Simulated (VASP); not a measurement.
Set up this calculation in VASP 6.6.1, as the native input.

```yaml
Task: single point
Functional: PBE
Potentials_or_basis: VASP PAW PBE potentials, release 64 (Hf_pv, B)
Cutoff: 520 eV
k_mesh: 13 × 13 × 13
Occupations: fermi-dirac, width 0.05 eV
Spin: no spin polarisation
Dipole_correction: no
Further_INCAR_settings: ALGO = Normal; EDIFF = 1e-06; NBANDS = 14
```

The structure of HfB lies in POSCAR:

```
HfB
1.0
    0.0000000000      2.0510582440      2.0510582440
    2.0510582440      0.0000000000      2.0510582440
    2.0510582440      2.0510582440      0.0000000000
Hf B
1 1
Direct
    0.5000000000      0.5000000000      0.5000000000
    0.0000000000      0.0000000000      0.0000000000
```

This cell differs from its parent crystal: volume scaled by 0.7.

One way to write it, as run:

INCAR

```
SYSTEM = HfB
  PREC = Accurate
  ENCUT = 520
  EDIFF = 1E-6
  ISMEAR = -1
  SIGMA = 0.05
  LREAL = .FALSE.
  LASPH = .TRUE.
  NELM = 60
  ALGO = Normal
  ISIF = 2
  LWAVE = .FALSE.
  LCHARG = .TRUE.
  GGA = PE
  LELF = .TRUE.
  LVHAR = .TRUE.
  NBANDS = 14
```

KPOINTS

```
regular mesh
0
G
  13 13 13
  0 0 0
```

Potentials or basis: VASP PAW PBE potentials, release 64 (Hf_pv, B).

Run with:

```console
$ cat potpaw_PBE.64/Hf_pv/POTCAR potpaw_PBE.64/B/POTCAR > POTCAR
$ mpirun -np 1 vasp_std > vasp.out
```

Results of the run:

The pressure is 209.3 GPa.

Wall time 22 s on 1 thread of Intel Xeon 8259CL (shared host), peak memory 0.16 GiB.
